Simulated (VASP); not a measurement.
Crystal: SnSe2.

```xyz
3
Lattice="3.8110 0.0000 0.0000 -1.9055 3.3004 0.0000 0.0000 0.0000 6.1360" Properties=species:S:1:pos:R:3 pbc="T T T"
Sn    0.0000    0.0000    0.0000
Se    1.9055    1.1001    4.6081
Se    0.0000    2.2003    1.5279
```

```yaml
Program: VASP 6.6.1
Task: relaxation of cell and atoms
Functional: LDA
Potentials_or_basis: VASP PAW LDA potentials, release 64 (Sn_d, Se)
Cutoff: 600 eV
k_mesh: 8 × 8 × 5
Occupations: fermi-dirac, width 0.05 eV
Spin: no spin polarisation
```

At the start: pressure 1.0 GPa; volume 25.73 Å³/atom.

Where does the relaxation end?

Over 19 steps the energy falls by 12.5 meV/atom and the volume is 24.65 Å³/atom (-4.2 %); space group P-3m1 (No. 164, to 0.05 Å).

Step by step:
```tsv
step	energy change (eV)	largest force (eV/Å)	pressure (GPa)	volume (Å³)
1	0.0000	0.5056	0.99	77.18
2	-0.0127	0.0133	-1.46	78.95
3	-0.0151	0.1292	-0.80	78.44
4	-0.0215	0.0890	-0.34	77.45
5	-0.0224	0.0660	-0.09	76.91
6	-0.0246	0.0850	0.03	76.55
7	-0.0294	0.1426	0.41	75.49
8	-0.0299	0.2554	1.38	73.35
9	-0.0313	0.2124	0.97	74.24
10	-0.0320	0.2018	0.90	74.21
11	-0.0338	0.1702	0.73	74.13
12	-0.0363	0.1091	0.40	73.98
13	-0.0365	0.0038	-0.18	73.64
14	-0.0371	0.0454	0.08	73.79
15	-0.0372	0.0380	0.05	73.83
16	-0.0375	0.0154	-0.03	73.93
17	-0.0374	0.0297	-0.18	74.14
18	-0.0375	0.0009	-0.08	74.00
19	-0.0375	0.0039	-0.03	73.95
```

Final structure:
```
Sn Se
1.0
     3.80560    0.00000    0.00000
    -1.90280    3.29574    0.00000
     0.00000    0.00000    5.89625
Sn Se
1 2
Cartesian
  0.0000 0.0000 0.0000
  1.9028 1.0986 4.3191
  0.0000 2.1972 1.5772
```
